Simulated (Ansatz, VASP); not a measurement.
Two plane-wave programs on BiSb4O

```
Sb Bi O
1.0
     0.00000    4.19522    4.19522
     4.19522    0.00000    4.19522
     4.19522    4.19522    0.00000
Sb Bi O
4 1 1
Cartesian
  3.1511 5.2393 3.1511
  3.1511 3.1511 5.2393
  5.2393 5.2393 5.2393
  5.2393 3.1511 3.1511
  2.0976 2.0976 2.0976
  0.0000 0.0000 0.0000
```

Change from the starting cell: species swapped into the CeInPt4 type (F-43m, No. 216).

Alike in both runs: task single point; functional PBE; k mesh 4 × 4 × 4; occupations gaussian, width 0.1 eV; no spin polarisation.

```csv
,VASP,Ansatz
version,VASP 6.6.1,Ansatz 0.2.0
potentials or method,"VASP PAW PBE potentials, release 64 (Sb, Bi_d, O), cutoff 520 eV","scalar-relativistic, plane waves, PAW"
valence electrons in the cell,41,81
```

|  | VASP | Ansatz | Ansatz less VASP |
| --- | --- | --- | --- |
| gap on the k mesh at the Fermi level (eV) | none | none | - |
| pressure (GPa) | 6.7 | 6.7 | +0.01 |
| rms of the force components (eV/Å) | 0.256 | 0.250 | -0.0053 |

Atom by atom the forces differ by 0.005 eV/Å (rms over components). A gap of «none» marks a metal or a gap that the smearing closes. The functional is the same, so the differences come from potentials, cutoffs and numerics. VASP's potentials hold 41 valence electrons a cell and Ansatz's 81, so a difference there can come from the potentials and not from the codes.

Spin-orbit coupling is off throughout.
